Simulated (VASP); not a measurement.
# Ru (P6_3/mmc) in VASP: notebook, part 2 of 2

VASP 6.6.1. The steps go on from the part before.

### 4 Electric field gradients, PBE (volume scaled by 0.96)

INCAR

```
SYSTEM = Ru
PREC     = Accurate       ! precision mode
ENCUT    = 520            ! plane-wave cutoff, eV
EDIFF    = 1E-8           ! SCF threshold, eV
ISMEAR   = -1             ! smearing method
SIGMA    = 0.03           ! smearing width, eV
LREAL    = .False.        ! projectors in reciprocal space
LASPH    = .True.         ! aspherical terms in the spheres
NELM     = 60             ! most SCF steps
ALGO     = Normal         ! electronic algorithm
ISIF     = 2              ! what is computed and relaxed
LWAVE    = .False.        ! write WAVECAR
LCHARG   = .False.        ! write CHGCAR
GGA      = PE             ! functional
LEFG     = .True.       
NBANDS   = 21             ! bands
```

KPOINTS

```
regular mesh
0
Gamma
  14 14 8
  0 0 0
```

POSCAR

```
Ru
1.0
    2.6692299955      0.0000000000      0.0000000000
   -1.3346149977      2.3116209847      0.0000000000
    0.0000000000      0.0000000000      4.2240293924
Ru
2
Direct
    0.3333333333      0.6666666667      0.2500000000
    0.6666666667      0.3333333333      0.7500000000
```

Potentials or basis: VASP PAW PBE potentials, release 64 (Ru_pv).

Run with:

```bash
$ cat potpaw_PBE.64/Ru_pv/POTCAR > POTCAR
$ mpirun -np 1 vasp_std > vasp.out
```

OUTCAR:

```text
SYSTEM = Ru
   PREC = Accurate
   ENCUT = 520
   EDIFF = 1E-8
   ISMEAR = -1
   LREAL = .False.
   LASPH = .True.
   NELM = 60
   ISIF = 2
   GGA = PE

 ion  position               nearest neighbor table
   1  0.333  0.667  0.250-   2 2.61   2 2.61   2 2.61   2 2.61   2 2.61   2 2.61
   2  0.667  0.333  0.750-   1 2.61   1 2.61   1 2.61   1 2.61   1 2.61   1 2.61

  LATTYP: Found a hexagonal cell.
 ALAT       =     2.6692299955
 C/A-ratio  =     1.5824898564

  Lattice vectors:

 A1 = (   2.6692299955,   0.0000000000,   0.0000000000)
 A2 = (  -1.3346149977,   2.3116209847,   0.0000000000)
 A3 = (   0.0000000000,   0.0000000000,   4.2240293924)

Analysis of symmetry for initial positions (statically):
=====================================================================
 Subroutine PRICEL returns:
 Original cell was already a primitive cell.

 Routine SETGRP: Setting up the symmetry group for a
 hexagonal supercell.
[... 767 lines left out ...]
  volume of cell :       26.06
      direct lattice vectors                 reciprocal lattice vectors
     2.669229995  0.000000000  0.000000000     0.374639878  0.216298434  0.000000000
    -1.334614998  2.311620985  0.000000000     0.000000000  0.432596869  0.000000000
     0.000000000  0.000000000  4.224029392     0.000000000  0.000000000  0.236740777

 POSITION                                       TOTAL-FORCE (eV/Angst)
 -----------------------------------------------------------------------------------
     -0.00000      1.54108      1.05601         0.000000     -0.000000      0.000000
      1.33461      0.77054      3.16802        -0.000000      0.000000      0.000000
 -----------------------------------------------------------------------------------
    total drift:                               -0.000000      0.000000     -0.000000

  FREE ENERGIE OF THE ION-ELECTRON SYSTEM (eV)
  ---------------------------------------------------
  free  energy   TOTEN  =       -18.3798532969 eV

  energy  without entropy=      -18.3736006330  energy(sigma->0) =      -18.37672696

 Electric field gradients (V/A^2)
---------------------------------------------------------------------
 ion       V_xx      V_yy      V_zz      V_xy      V_xz      V_yz
---------------------------------------------------------------------
   1       7.041     7.041   -14.082     0.000     0.000    -0.000
   2       7.041     7.041   -14.082     0.000    -0.000     0.000
---------------------------------------------------------------------

 Electric field gradients after diagonalization (V/A^2)
 (convention: |V_zz| > |V_xx| > |V_yy|)
----------------------------------------------------------------------
 ion       V_xx      V_yy      V_zz     asymmetry (V_yy - V_xx)/ V_zz
----------------------------------------------------------------------
   1       7.041     7.040   -14.082       0.000
   2       7.041     7.040   -14.082       0.000
----------------------------------------------------------------------

           NMR quadrupolar parameters

 Cq : quadrupolar parameter    Cq=e*Q*V_zz/h
 eta: asymmetry parameters     (V_yy - V_xx)/ V_zz
 Q  : nuclear electric quadrupole moment in mb (millibarn)
----------------------------------------------------------------------
 ion       Cq(MHz)       eta       Q (mb)
----------------------------------------------------------------------
   1      -0.034       0.000       1.000
   2      -0.034       0.000       1.000
----------------------------------------------------------------------
```

OSZICAR:

```text
N       E                     dE             d eps       ncg     rms          rms(c)
DAV:   1     0.287036690239E+03    0.28704E+03   -0.17547E+04  5048   0.149E+03
DAV:   2    -0.137917276552E+02   -0.30083E+03   -0.29139E+03  5175   0.446E+02
DAV:   3    -0.196355625385E+02   -0.58438E+01   -0.58122E+01  5920   0.696E+01
DAV:   4    -0.196774301565E+02   -0.41868E-01   -0.41816E-01  6244   0.569E+00
DAV:   5    -0.196779067416E+02   -0.47659E-03   -0.47255E-03  5714   0.552E-01    0.196E+01
DAV:   6    -0.184738014289E+02    0.12041E+01   -0.26114E+00  5820   0.159E+01    0.581E+00
DAV:   7    -0.183883562682E+02    0.85445E-01   -0.47324E-01  5750   0.524E+00    0.115E+00
DAV:   8    -0.183801547767E+02    0.82015E-02   -0.16913E-02  5485   0.121E+00    0.368E-01
DAV:   9    -0.183798480229E+02    0.30675E-03   -0.57792E-04  5825   0.257E-01    0.363E-02
DAV:  10    -0.183798552383E+02   -0.72154E-05   -0.45387E-05  5635   0.701E-02    0.162E-02
DAV:  11    -0.183798533022E+02    0.19361E-05   -0.64192E-06  5660   0.248E-02    0.128E-03
DAV:  12    -0.183798532969E+02    0.52901E-08   -0.70191E-08  5785   0.246E-03
   1 F= -.18379853E+02 E0= -.18376727E+02  d E =-.625266E-02
```

stdout:

```text
POSCAR found type information on POSCAR Ru
 POSCAR found :  1 types and       2 ions
 scaLAPACK will be used
 LDA part: xc-table for (Slater+PW92), standard interpolation
 POSCAR, INCAR and KPOINTS ok, starting setup
 FFT: planning ... GRIDC
 FFT: planning ... GRID_SOFT
 FFT: planning ... GRID
 WAVECAR not read
 entering main loop
ion   1

ion   2
```

It took 36 s on 1 thread of Intel Xeon Platinum 8559C (Emerald Rapids), shared host; peak memory 0.17 GiB.

Results:

| Property | Result |
| --- | --- |
| Free energy | -18.3799 eV |
| Pressure | 19.6 GPa |
| Band gap on the k mesh | zero (band 14 reaches 15.34 eV, above the bottom of band 15 at 12.00 eV) |

Electric field gradients, principal values (V/Å²):
| atom | least | middle | greatest (by size) |
| --- | --- | --- | --- |
| 1 Ru | 7.040 | 7.041 | -14.082 |
| 2 Ru | 7.040 | 7.041 | -14.082 |

Caveat: without QUAD_EFG the Cq values of the log hold for a quadrupole moment of 1 mb, not for the nuclei.

### 5 The runs side by side

| cell | gap on the mesh (eV) | pressure (GPa) |
| --- | --- | --- |
| a = 2.651, b = 2.651, c = 4.194 Å, angles 90.0, 90.0, 120.0°, 2 atoms | none | 28.5 |
| a = 2.651, b = 2.651, c = 4.195 Å, angles 90.0, 90.0, 120.0°, 2 atoms | none | 28.3 |
| a = 2.669, b = 2.669, c = 4.224 Å, angles 90.0, 90.0, 120.0°, 2 atoms | none | 19.6 |

Alike in all rows: task electric field gradients; level PBE; potentials or basis VASP PAW PBE potentials, release 64 (Ru_pv); no spin polarisation; k mesh 14 × 14 × 8; cutoff (eV) 520; smearing fermi-dirac 0.03 eV.

Absolute energies hang on the potentials; compare differences alone.
